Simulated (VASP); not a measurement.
# InAs (F-43m) in VASP: a series of runs, part 2 of 2

VASP 6.6.1. Earlier steps stand in the parts before.

### 3 Single point, PBE (strain +0.030 along x and y, +0.030 along z)

The input, INCAR:

```
SYSTEM = InAs
PREC = Accurate
ENCUT = 520
EDIFF = 1E-6
ISMEAR = 0
SIGMA = 0.15
LREAL = .False.
LASPH = .True.
NELM = 60
ALGO = Normal
ISIF = 2
LWAVE = .False.
LCHARG = .False.
GGA = PE
NBANDS = 16
```

The input, KPOINTS:

```
regular mesh
0
Gamma
  16 16 16
  0 0 0
```

The input, POSCAR:

```
InAs
1.0
    0.0000000000      3.1861810476      3.1861810476
    3.1861810476      0.0000000000      3.1861810476
    3.1861810476      3.1861810476      0.0000000000
In As
1 1
Direct
    0.0000000000      0.0000000000      0.0000000000
    0.7500000000      0.7500000000      0.7500000000
```

Potentials or basis: VASP PAW PBE potentials, release 64 (In_d, As).

Command:

```
> cat potpaw_PBE.64/In_d/POTCAR potpaw_PBE.64/As/POTCAR > POTCAR
> mpirun -np 1 vasp_std > vasp.out
```

OUTCAR:

```text
SYSTEM = InAs
   PREC = Accurate
   ENCUT = 520
   EDIFF = 1E-6
   ISMEAR = 0
   LREAL = .False.
   LASPH = .True.
   NELM = 60
   ISIF = 2
   GGA = PE

 ion  position               nearest neighbor table
   1  0.000  0.000  0.000-   2 2.76   2 2.76   2 2.76   2 2.76
   2  0.750  0.750  0.750-   1 2.76   1 2.76   1 2.76   1 2.76

  LATTYP: Found a face centered cubic cell.
 ALAT       =     6.3723620952

  Lattice vectors:

 A1 = (   0.0000000000,   3.1861810476,   3.1861810476)
 A2 = (   3.1861810476,   0.0000000000,   3.1861810476)
 A3 = (   3.1861810476,   3.1861810476,   0.0000000000)

Analysis of symmetry for initial positions (statically):
=====================================================================
 Subroutine PRICEL returns:
 Original cell was already a primitive cell.

 Routine SETGRP: Setting up the symmetry group for a
 face centered cubic supercell.

 Subroutine GETGRP returns: Found 24 space group operations
 (whereof 24 operations were pure point group operations)
 out of a pool of 48 trial point group operations.

[... 157 lines left out ...]
  ext. energy  EPLUGINS =         0.00000000
  ---------------------------------------------------
  free energy    TOTEN  =        -7.65707166 eV

  energy without entropy =       -7.65680946  energy(sigma->0) =       -7.65694056

 E-fermi :   3.1965     XC(G=0):  -8.4215

 val. band max:        3.0532743983   @ k =   0.0000   0.0000   0.0000
 cond. band min:       3.3414875073   @ k =   0.0625   0.0000   0.0000
 fundamental gap:      0.2882131090
 Fermi energy:         3.1965075768

 k-point     1 :       0.0000    0.0000    0.0000
  band No.  band energies     occupation
      1     -11.0976      2.00000
      2     -11.0976      2.00000
      3     -11.0976      2.00000
      4     -11.0248      2.00000
      5     -11.0248      2.00000
      6      -7.9110      2.00000
[... 433 lines left out ...]
      3     -11.0944      2.00000
      4     -11.0253      2.00000
      5     -11.0243      2.00000
      6      -7.8306      2.00000
[... 8 lines left out ...]
     15      11.5284      0.00000
     16      11.8931      0.00000

 [... further k-points ...]
[... 5 lines left out ...]
  --------------------------------------------------------------------------------------
  -------------------------------------------------------------------------------------
  Total       -1.3949120     -1.3949120     -1.3949120      0.0000000      0.0000000      0.0000000
  in kB      -34.5474544    -34.5474544    -34.5474544      0.0000000      0.0000000      0.0000000
  external PRESSURE =     -34.5474544 kB  Pullay stress =       0.0000000 kB

 VOLUME and BASIS-vectors are now :
 -----------------------------------------------------------------------------
  energy-cutoff  :      520.00
  volume of cell :       64.69
      direct lattice vectors                 reciprocal lattice vectors
     0.000000000  3.186181048  3.186181048    -0.156927680  0.156927680  0.156927680
     3.186181048  0.000000000  3.186181048     0.156927680 -0.156927680  0.156927680
     3.186181048  3.186181048  0.000000000     0.156927680  0.156927680 -0.156927680

 POSITION                                       TOTAL-FORCE (eV/Angst)
 -----------------------------------------------------------------------------------
      0.00000      0.00000      0.00000         0.000000      0.000000      0.000000
      4.77927      4.77927      4.77927        -0.000000     -0.000000     -0.000000
 -----------------------------------------------------------------------------------
    total drift:                                0.000000      0.000000      0.000000

  FREE ENERGIE OF THE ION-ELECTRON SYSTEM (eV)
  ---------------------------------------------------
  free  energy   TOTEN  =        -7.6570716627 eV

  energy  without entropy=       -7.6568094643  energy(sigma->0) =       -7.65694056
```

OSZICAR:

```text
N       E                     dE             d eps       ncg     rms          rms(c)
DAV:   1     0.112692767505E+03    0.11269E+03   -0.81284E+03  4664   0.116E+03
DAV:   2     0.132730227073E+00   -0.11256E+03   -0.10806E+03  5064   0.287E+02
DAV:   3    -0.767198541561E+01   -0.78047E+01   -0.77648E+01  6032   0.749E+01
DAV:   4    -0.787953386651E+01   -0.20755E+00   -0.20750E+00  5792   0.140E+01
DAV:   5    -0.788903247606E+01   -0.94986E-02   -0.94984E-02  6960   0.247E+00    0.352E+00
DAV:   6    -0.766769405253E+01    0.22134E+00   -0.36816E-01  7272   0.866E+00    0.194E+00
DAV:   7    -0.765447617147E+01    0.13218E-01   -0.85947E-02  5808   0.217E+00    0.666E-01
DAV:   8    -0.765619208720E+01   -0.17159E-02   -0.93767E-03  5648   0.104E+00    0.124E-01
DAV:   9    -0.765688755265E+01   -0.69547E-03   -0.94787E-04  5840   0.286E-01    0.855E-02
DAV:  10    -0.765701771241E+01   -0.13016E-03   -0.12227E-04  6176   0.113E-01    0.418E-02
DAV:  11    -0.765707118337E+01   -0.53471E-04   -0.10904E-04  5496   0.834E-02    0.239E-02
DAV:  12    -0.765707166273E+01   -0.47935E-06   -0.35215E-06  5568   0.133E-02
   1 F= -.76570717E+01 E0= -.76569406E+01  d E =-.262198E-03
```

stdout:

```text
POSCAR found type information on POSCAR InAs
 POSCAR found :  2 types and       2 ions
 scaLAPACK will be used
 LDA part: xc-table for (Slater+PW92), standard interpolation
 POSCAR, INCAR and KPOINTS ok, starting setup
 FFT: planning ... GRIDC
 FFT: planning ... GRID_SOFT
 FFT: planning ... GRID
 WAVECAR not read
 entering main loop
```

Wall time 60 s (1 thread of Intel Xeon 6975P-C (Granite Rapids), shared host); peak memory 0.31 GiB.

What came out:

```
Free energy            : -7.6571 eV
Pressure               : -3.5 GPa
Band gap on the k mesh : zero (filled and empty bands touch)
```

Caveat: the cell differs from its parent crystal (strain +0.030 along x and y, +0.030 along z); spin-orbit coupling is left out, which moves the levels of the heavy elements.
